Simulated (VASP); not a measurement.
## HfO2: single point with revPBE+D3(BJ)

HfO2:

```xyz
12
Lattice="5.1214 0.0000 -0.0004 0.0000 5.2156 0.0000 -0.8597 0.0000 5.2242" Properties=species:S:1:pos:R:3 pbc="T T T"
Hf    0.8083    2.3870    3.6995
Hf    3.0237    4.9948    4.1364
Hf    3.4535    2.8285    1.5243
Hf    1.2381    0.2208    1.0874
O    -0.3451    0.8313    4.3756
O     4.1770    3.4391    3.4603
O     4.6069    4.3842    0.8482
O     0.0847    1.7765    1.7635
O     1.4419    3.8663    5.1200
O     2.3900    1.2585    2.7159
O     2.8198    1.3493    0.1038
O     1.8718    3.9571    2.5079
```

| Property | Result |
| --- | --- |
| Program | VASP 6.6.1 |
| Task | single point |
| Functional | revPBE |
| Dispersion | D3(BJ) |
| Potentials or basis | VASP PAW PBE potentials, release 64 (Hf_pv, O) |
| Cutoff | 520 eV |
| k mesh | 5 × 5 × 5 |
| Occupations | fermi-dirac, width 0.05 eV |
| Spin | no spin polarisation |

```yaml
Pressure: -3.2 GPa
Largest_force: 0.081 eV/Å
Band_gap_on_the_k_mesh: 4.12 eV, indirect (least direct gap 4.19 eV)
Dispersion_energy_per_atom: -0.420 eV
```

Forces in eV/Å, atoms in the order of the input:
```
Hf  -0.051 -0.021 -0.059
Hf   0.051 -0.021  0.059
Hf   0.051  0.021  0.059
Hf  -0.051  0.021 -0.059
O    0.001  0.009  0.044
O   -0.001  0.009 -0.044
O   -0.001 -0.009 -0.044
O    0.001 -0.009  0.044
O    0.046  0.001 -0.006
O   -0.046  0.001  0.006
O   -0.046 -0.001  0.006
O    0.046 -0.001 -0.006
```

Stress tensor (GPa, compression positive):
```
-3.21  0.00 -0.21
 0.00 -3.28  0.00
-0.21  0.00 -3.20
```

Levels at points of the mesh, in eV from the valence-band top:
```tsv
k point	band 40	band 41	band 42	band 43	band 44	band 45	band 46	band 47	band 48	band 49
(0.00, 0.00, 0.00)	-1.00	-0.62	-0.50	-0.21	0.00	4.50	5.12	5.24	5.51	5.66
```

Wall time 2.9 min on 1 thread of Intel(R) Xeon(R) 6975P-C (Granite Rapids), on a shared host, peak memory 0.38 GiB.

Caveat: the PAW data sets were made with another functional, which shifts forces and pressure a little; spin-orbit coupling is left out, which moves the levels of the heavy elements. A k mesh can miss the band edges.
